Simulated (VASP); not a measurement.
Crystal: TaN.

```
CELL_PARAMETERS angstrom
0.00000 2.13753 2.13753
2.13753 0.00000 2.13753
2.13753 2.13753 0.00000
ATOMIC_POSITIONS crystal
Ta 0.50000 0.50000 0.50000
N 0.00000 0.00000 0.00000
```

Base run:

```yaml
Program: VASP 6.6.1
Functional: LDA
Potentials_or_basis: VASP PAW LDA potentials, release 64 (Ta_sv_GW, N)
Cutoff: 600 eV
k_mesh: 18 × 18 × 18
Occupations: gaussian, width 0.15 eV
Spin: no spin polarisation
```

Its results: band gap on the k mesh zero (band 9 reaches 17.01 eV, above the bottom of band 10 at 12.47 eV); pressure 23.0 GPa.

**Question.** The run is repeated on the same cell with these changes: potentials or basis from VASP PAW LDA potentials, release 64 (Ta_sv_GW, N) to VASP PAW LDA potentials, release 64 (Ta_pv, N); cutoff from 600 eV to 520 eV; further incar settings from ALGO = Normal; EDIFF = 1e-06; NBANDS = 16 to ALGO = Normal; EDIFF = 1e-07; NBANDS = 15; valence electrons from 18 to 16. What comes out?

**Answer.** Band gap on the k mesh zero (band 8 reaches 12.56 eV, above the bottom of band 9 at 8.02 eV); pressure 24.0 GPa.

Caveats: spin-orbit coupling is left out, which moves the levels of the heavy elements.
